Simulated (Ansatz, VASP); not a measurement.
MnS in VASP and in Ansatz

File INCAR:

```
SYSTEM = MnS
PREC = Accurate
ENCUT = 520
EDIFF = 1E-6
ISMEAR = 0
SIGMA = 0.05
LREAL = .FALSE.
LASPH = .TRUE.
NELM = 150
ALGO = Normal
ISIF = 2
LWAVE = .FALSE.
LCHARG = .TRUE.
ISPIN = 2
MAGMOM = 4.24 0
LORBIT = 11
LMAXMIX = 4
GGA = PE
LELF = .TRUE.
LVHAR = .TRUE.
NBANDS = 20
```

The input KPOINTS:

```
regular mesh
0
G
  12 12 12
  0 0 0
```

The input POSCAR:

```
MnS
1.0
    0.0000000000      2.5461779493      2.5461779493
    2.5461779493      0.0000000000      2.5461779493
    2.5461779493      2.5461779493      0.0000000000
Mn S
1 1
Direct
    0.0000000000      0.0000000000      0.0000000000
    0.5000000000      0.5000000000      0.5000000000
```

Input for Ansatz:

```yaml
crystal:
  lattice:
    - [0.0, 2.5461779493, 2.5461779493]
    - [2.5461779493, 0.0, 2.5461779493]
    - [2.5461779493, 2.5461779493, 0.0]
  atoms:
    - { symbol: Mn, position: [0.0, 0.0, 0.0], spin: 4.24 }
    - { symbol: S, position: [0.5, 0.5, 0.5] }
basis:
  ecutwfc: 420
  ecutrho_ratio: 4
kpoints:
  mp_grid: { grid: [12, 12, 12] }
hamiltonian:
  xc: pbe
scf:
  occupations: { method: gaussian, width: 0.05 }
output:
  forces: true
  stress: true
  eigenvalues: true
  populations: true
magnetization:
  spin_polarized: true
```

Alike in both runs: task single point; functional PBE; k mesh 12 × 12 × 12; occupations gaussian, width 0.05 eV; collinear spin.

|  | VASP | Ansatz |
| --- | --- | --- |
| version | VASP 6.6.1 | Ansatz 0.2.0 |
| potentials or method | VASP PAW PBE potentials, release 64 (Mn_pv, S), cutoff 520 eV | scalar-relativistic, plane waves, PAW |
| valence electrons in the cell | 19 | 21 |

|  | VASP | Ansatz | Ansatz less VASP |
| --- | --- | --- | --- |
| gap on the k mesh at the Fermi level (eV) | none | none | - |
| pressure (GPa) | -0.2 | -0.2 | -0.04 |
| net moment per atom (μB) | 2.23 | 2.23 | -0.001 |
| size of the moment on the site where the two differ most (μB) | 4.08 | 4.00 | -0.078 |

Site moments also hang on the region over which each program counts them. A gap of «none» marks a metal or a gap that the smearing closes. With one functional, cell and mesh, what is left measures potentials, basis and numerics. VASP's potentials hold 19 valence electrons a cell and Ansatz's 21, so a difference there can come from the potentials and not from the codes.
